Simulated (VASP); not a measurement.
Set up this calculation in VASP 6.6.1, as the native input.

* Task: single point
* Functional: PBE
* Potentials or basis: VASP PAW PBE potentials, release 64 (B, P)
* Cutoff: 500 eV
* k mesh: 6 × 6 × 6
* Occupations: gaussian, width 0.1 eV
* Spin: no spin polarisation
* Dipole correction: no
* Further INCAR settings: ALGO = Normal; EDIFF = 1e-06; NBANDS = 11

The structure of BP lies in POSCAR:

```
BP
1.0
    1.6086004840      0.9287259225      2.6264048804
   -1.6086004840      0.9287259225      2.6264048804
    0.0000000000     -1.8574518450      2.6264048804
B P
1 1
Direct
    0.9999947757      0.9999947757      0.9999947757
    0.2500052243      0.2500052243      0.2500052243
```

These files were run (other wordings do the same):

INCAR

```
ALGO     = Normal         # electronic algorithm
EDIFF    = 1E-6           # SCF threshold, eV
ENCUT    = 500            # plane-wave cutoff, eV
GGA      = PE             # functional
GGA_COMPAT= F            
ISIF     = 2              # what is computed and relaxed
ISMEAR   = 0              # smearing method
LASPH    = T              # aspherical terms in the spheres
LCHARG   = F              # write CHGCAR
LREAL    = F              # projectors in reciprocal space
LWAVE    = F              # write WAVECAR
NBANDS   = 11             # bands
NELM     = 120            # most SCF steps
PREC     = Accurate       # precision mode
SIGMA    = 0.1            # smearing width, eV
```

KPOINTS

```
k-points
0
Gamma
  6 6 6
```

Potentials or basis: VASP PAW PBE potentials, release 64 (B, P).

The run is started by

```sh
$ cat potpaw_PBE.64/B/POTCAR potpaw_PBE.64/P/POTCAR > POTCAR
$ mpirun -np 1 vasp_std > vasp.out
```

Results of the run:

```json
{
 "Pressure": "-0.2 GPa",
 "Band gap on the k mesh": "1.34 eV, indirect (least direct gap 3.39 eV)"
}
```

Run time: 11 s on 1 thread of Intel Xeon 8259CL (shared host), peak memory 0.13 GiB.
